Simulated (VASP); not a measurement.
**TiPt3: single point with PBE**

TiPt3:

```
Ti Pt
1.0
     3.89700    0.00000    0.00000
     0.00000    3.89700    0.00000
     0.00000    0.00000    3.89700
Ti Pt
1 3
Direct
  0.00000 0.00000 0.00000
  0.00000 0.50000 0.50000
  0.50000 0.00000 0.50000
  0.50000 0.50000 0.00000
```

```
Program                : VASP 6.6.1
Task                   : single point
Functional             : PBE
Potentials or basis    : VASP PAW PBE potentials, release 64 (Ti_sv, Pt)
Cutoff                 : 500 eV
k mesh                 : 6 × 6 × 6
Occupations            : gaussian, width 0.1 eV
Spin                   : no spin polarisation
Dipole correction      : no
Further INCAR settings : ALGO = Normal; EDIFF = 1e-06; NBANDS = 29
```

```yaml
Pressure: 9.7 GPa
Band_gap_on_the_k_mesh: zero (bands 21 and 22 overlap by 1.84 eV)
```

Levels at points of the mesh, in eV from the Fermi level:
| k point | band 18 | band 19 | band 20 | band 21 | band 22 | band 23 | band 24 | band 25 |
| --- | --- | --- | --- | --- | --- | --- | --- | --- |
| (0.00, 0.00, 0.00) | 0.00 | 0.00 | 0.00 | 1.34 | 1.34 | 1.55 | 1.55 | 1.55 |
| (0.50, 0.00, 0.00) | -2.72 | -2.66 | -1.43 | -0.26 | -0.26 | 0.00 | 0.41 | 0.71 |
| (0.50, 0.50, 0.00) | -3.17 | -2.50 | -2.35 | -2.31 | 0.15 | 0.15 | 0.31 | 1.46 |
| (0.50, 0.50, 0.50) | -0.73 | -0.73 | -0.73 | -0.50 | -0.50 | -0.50 | 1.15 | 1.15 |

It took 43 s on 1 thread of Intel Xeon 8259CL (shared host), peak memory 0.17 GiB.

Caveat: the cell stands under pressure; spin-orbit coupling is left out, which moves the levels of the heavy elements.
